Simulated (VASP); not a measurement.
Set up this calculation in VASP 6.6.1, as the native input.

- Task: single point
- Functional: PBE
- Potentials or basis: VASP PAW PBE potentials, release 64 (C, B)
- Cutoff: 520 eV
- k mesh: 7 × 8 × 7
- Occupations: gaussian, width 0.1 eV
- Spin: no spin polarisation
- Dipole correction: no
- Further INCAR settings: ALGO = Normal; EDIFF = 1e-06; NBANDS = 40

The structure of BC6 lies in POSCAR:

```
BC6
1.0
    5.0759140000      0.1241730000      0.1477230000
    0.0796310000      4.0246490000     -0.2843720000
    0.1308390000     -0.2503960000      5.0537940000
C B
12 2
Direct
    0.4276037321      0.9925521526      0.4127598361
    0.5466653934      0.1804134916      0.9244879849
    0.6826886692      0.5442942807      0.5977026552
    0.1099040016      0.6012287505      0.2358550608
    0.9379221533      0.9371259574      0.3720410123
    0.1651603632      0.6061323369      0.7319894307
    0.8962948586      0.4662310722      0.7523830880
    0.6855928732      0.8175987713      0.4566052543
    0.1907342245      0.7904049874      0.4850446248
    0.3978892836      0.0027820926      0.1048934109
    0.8069959078      0.2725557344      0.9556964125
    0.2300449032      0.7517902234      0.0077603060
    0.4414775253      0.3229316177      0.6592985236
    0.9785435906      0.2414292870      0.1937166660
```

The input as run:

INCAR

```
SYSTEM = BC6
  PREC = Accurate
  ENCUT = 520
  EDIFF = 1E-6
  ISMEAR = 0
  SIGMA = 0.1
  LREAL = .FALSE.
  LASPH = .TRUE.
  NELM = 100
  ALGO = Normal
  ISIF = 2
  LWAVE = .FALSE.
  LCHARG = .FALSE.
  GGA = PE
  NBANDS = 40
```

KPOINTS

```
regular mesh
0
G
  7 8 7
  0 0 0
```

Potentials or basis: VASP PAW PBE potentials, release 64 (C, B).

Command:

```bash
$ cat potpaw_PBE.64/C/POTCAR potpaw_PBE.64/B/POTCAR > POTCAR
$ mpirun -np 1 vasp_std > vasp.out
```

Results of the run:

```yaml
Pressure: 0.5 GPa
Largest_force: 0.097 eV/Å
Band_gap_on_the_k_mesh: zero (bands 27 and 28 overlap by 0.07 eV)
```

It took 4.8 min on 1 thread of Intel(R) Xeon(R) 6975P-C (Granite Rapids), on a shared host, peak memory 0.6 GiB.
